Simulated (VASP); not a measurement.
Here is a VASP 6.6.1 calculation.

File INCAR:

```
SYSTEM = H8CO6
PREC = Accurate ; ENCUT = 1000
EDIFF = 1E-6 ; ISMEAR = -1
SIGMA = 0.05 ; LREAL = Auto
LASPH = .TRUE. ; NELM = 120
ALGO = Normal ; ISIF = 2
LWAVE = .FALSE. ; LCHARG = .FALSE.
GGA = PE ; NBANDS = 37
GGA_COMPAT = .FALSE.
```

File KPOINTS:

```
regular mesh
0
G
  1 1 1
  0 0 0
```

The input POSCAR:

```
H8CO6
1.0
    5.7082670000      0.0000000000      0.0000000000
    0.0000000000      5.7082670000      0.0000000000
    0.0000000000      0.0000000000      5.7082670000
O H C
6 8 1
Direct
    0.4395729912      0.1344015618      0.2364115063
    0.1077735151      0.8401849458      0.5134483023
    0.7068169726      0.5340850384      0.2702221182
    0.6502498920      0.8134868253      0.8130488640
    0.1690705778      0.5325258962      1.0301199996
   -0.0853323785      0.2675242766      0.8712101238
    0.4879414365      0.0303769953      0.1068100003
    0.3380710818      0.0437610925      0.3374754545
    0.2061221033      0.7489488491      0.6149502117
    0.0246659801      0.7072023786      0.4484373278
    0.6477272349      0.3659254201      0.2816616672
    0.6409475941      0.6139166230      0.1343314880
    0.6204685240      0.7383852227      0.6554003168
    0.7945143421      0.8935987052      0.7786251064
    0.0407654372      0.4015229140      0.9507789317
```

Potentials or basis: VASP PAW PBE potentials, release 64 (O_h, H_h, C_h).

Run with:

```sh
$ cat potpaw_PBE.64/O_h/POTCAR potpaw_PBE.64/H_h/POTCAR potpaw_PBE.64/C_h/POTCAR > POTCAR
$ mpirun -np 1 vasp_gam > vasp.out
```

Q: Estimate the pressure.

A: 1.6 GPa.

Q: What does it give for the largest force?

A: 3.229 eV/Å.

Stress tensor (GPa, compression positive):
```
 3.77  2.69  2.07
 2.69  1.45  0.94
 2.07  0.94 -0.34
```

Caveat: the k points lie up to 1.10 Å⁻¹ apart, too coarse for converged energies, forces and pressures.
